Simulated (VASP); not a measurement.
A run of VASP 6.6.1 is set up as follows.

File POSCAR:

```
Cd
1.0
    2.8433126530      0.0000000000      0.0000000000
   -1.4216563265      2.4623809884      0.0000000000
    0.0000000000      0.0000000000      6.2076521188
Cd
2
Direct
    0.3333333333      0.6666666667      0.2500000000
    0.6666666667      0.3333333333      0.7500000000
```

INCAR.step1

```
SYSTEM = Cd
ALGO = Normal
EDIFF = 1E-4
ENCUT = 520
GGA = PE
ISMEAR = 0
LASPH = .True.
LCHARG = .False.
LREAL = .False.
LWAVE = .True.
NBANDS = 19
NELM = 80
PREC = Accurate
SIGMA = 0.1
```

The input INCAR.step2:

```
SYSTEM = Cd
ALGO = Normal
EDIFF = 1E-7
ENCUT = 520
ISIF = 2
ISMEAR = 0
ISTART = 1
LASPH = .True.
LCHARG = .False.
LMIXTAU = .True.
LREAL = .False.
LWAVE = .False.
METAGGA = R2SCAN
NBANDS = 19
NELM = 80
PREC = Accurate
SIGMA = 0.1
```

The input KPOINTS:

```
k-points
0
Gamma
  24 24 10
  0 0 0
```

Potentials or basis: VASP PAW PBE potentials, release 64 (Cd).

Launch:

```bash
$ cat potpaw_PBE.64/Cd/POTCAR > POTCAR
$ cp INCAR.step1 INCAR
$ mpirun -np 1 vasp_std > vasp.out
$ cp INCAR.step2 INCAR
$ mpirun -np 1 vasp_std > vasp.out
```

Problem. What does it give for the pressure?

Solution. 4.9 GPa.

Problem. What does it give for the band gap on the k mesh?

Solution. Zero (bands 12 and 13 overlap by 5.34 eV).

Stress tensor (GPa, compression positive):
```
7.32 0.00 0.00
0.00 7.32 0.00
0.00 0.00 0.15
```

Caveat: the cell differs from its parent crystal (biaxial strain in the a-b plane: -4.0 %, then relaxed in part); the stress differs along the axes, from 0 to 7 GPa; the PAW data sets were made with another functional, which shifts forces and pressure a little.
